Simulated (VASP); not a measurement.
In: single point with PBEsol

Crystal: In.

```xyz
1
Lattice="-1.6261 1.5774 2.4739 1.6261 -1.5774 2.4739 1.6261 1.5774 -2.4739" Properties=species:S:1:pos:R:3 pbc="T T T"
In    0.0000    0.0000    0.0000
```

This cell differs from its parent crystal: strain -0.0300 x Voigt [0, 1, 0, 0, 0, 0].

```yaml
Program: VASP 6.6.1
Task: single point
Functional: PBEsol
Potentials_or_basis: VASP PAW PBE potentials, release 64 (In_d)
Cutoff: 520 eV
k_mesh: 20 × 20 × 20
Occupations: gaussian, width 0.15 eV
Spin: no spin polarisation
Dipole_correction: no
Further_INCAR_settings: ALGO = Fast; EDIFF = 1e-06; NBANDS = 12
```

```yaml
Pressure: 0.4 GPa
```

Stress tensor (GPa, compression positive):
```
0.12 0.00 0.00
0.00 0.80 0.00
0.00 0.00 0.21
```

Levels at points of the mesh, in eV from the Fermi level:
| k point | band 3 | band 4 | band 5 | band 6 | band 7 | band 8 | band 9 | band 10 |
| --- | --- | --- | --- | --- | --- | --- | --- | --- |
| (0.00, 0.00, 0.00) | -14.51 | -14.46 | -14.33 | -9.78 | 10.33 | 10.80 | 11.27 | 11.89 |
| (0.50, 0.00, 0.00) | -14.54 | -14.26 | -14.18 | -4.14 | -3.46 | 7.51 | 9.22 | 11.04 |
| (0.00, 0.50, 0.00) | -14.49 | -14.24 | -14.22 | -4.51 | -3.57 | 7.45 | 9.86 | 11.29 |
| (0.50, 0.50, 0.00) | -14.24 | -14.23 | -14.11 | -2.00 | -1.49 | 3.47 | 3.99 | 7.11 |
| (0.50, 0.50, 0.50) | -14.22 | -14.20 | -14.19 | -3.09 | -2.88 | 4.50 | 5.40 | 8.05 |

Wall time 3.3 min on 1 thread of Intel(R) Xeon(R) 6975P-C (Granite Rapids) (shared host), peak memory 0.44 GiB.

Caveat: the cell differs from its parent crystal (strain -0.0300 x Voigt [0, 1, 0, 0, 0, 0]); the PAW data sets were made with another functional, which shifts forces and pressure a little; spin-orbit coupling is left out, which moves the levels of the heavy elements.
